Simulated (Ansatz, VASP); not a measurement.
Sn in VASP and in Ansatz

Contents of INCAR:

```
SYSTEM = Sn
  ALGO = Normal
  EDIFF = 1E-6
  ENCUT = 520
  GGA = CA
  ISIF = 2
  ISMEAR = -1
  LASPH = .True.
  LCHARG = .True.
  LELF = .True.
  LREAL = .False.
  LVHAR = .True.
  LWAVE = .False.
  NBANDS = 13
  NELM = 100
  PREC = Accurate
  SIGMA = 0.05
```

File KPOINTS:

```
k-points
0
Gamma
  10 10 10
  0 0 0
```

POSCAR

```
Sn
1.0
   -2.0558923339      2.0558923339      1.6826146010
    2.0558923339     -2.0558923339      1.6826146010
    2.0558923339      2.0558923339     -1.6826146010
Sn
1
Direct
    0.0000000000      0.0000000000      0.0000000000
```

Contents of input.yaml:

```yaml
crystal:
  lattice:
    - [-2.0558923339, 2.0558923339, 1.682614601]
    - [2.0558923339, -2.0558923339, 1.682614601]
    - [2.0558923339, 2.0558923339, -1.682614601]
  atoms:
    - { symbol: Sn, position: [0.0, 0.0, 0.0] }
hamiltonian:
  xc: lda
  pseudopotentials: { kind: paw }
kpoints:
  mp_grid: { grid: [10, 10, 10] }
scf:
  occupations: { method: fermi_dirac, width: 0.05 }
output:
  forces: true
  stress: true
  eigenvalues: true
  write_density: true
  write_potential: true
  elf: true
  volumetric_format: npy
```

Alike in both runs: task single point; functional LDA; k mesh 10 × 10 × 10; occupations fermi-dirac, width 0.05 eV; no spin polarisation.

|  | VASP | Ansatz |
| --- | --- | --- |
| version | VASP 6.6.1 | Ansatz 0.2.0 |
| potentials or method | VASP PAW LDA potentials, release 64 (Sn_d) | Ansatz PAW |
| plane-wave cutoff (eV) | 520 | 420 |
| valence electrons in the cell | 14 | 14 |

```tsv
	VASP	Ansatz	Ansatz less VASP
gap on the k mesh at the Fermi level (eV)	none	none	-
pressure (GPa)	-4.7	-4.7	+0.05
traceless stress, the component that is largest in VASP (GPa)	0.11	0.09	-0.019
```

LDA's correlation is that of Perdew and Zunger in VASP and of Perdew and Wang (1992) in Ansatz. A gap of «none» marks a metal or a gap that the smearing closes.
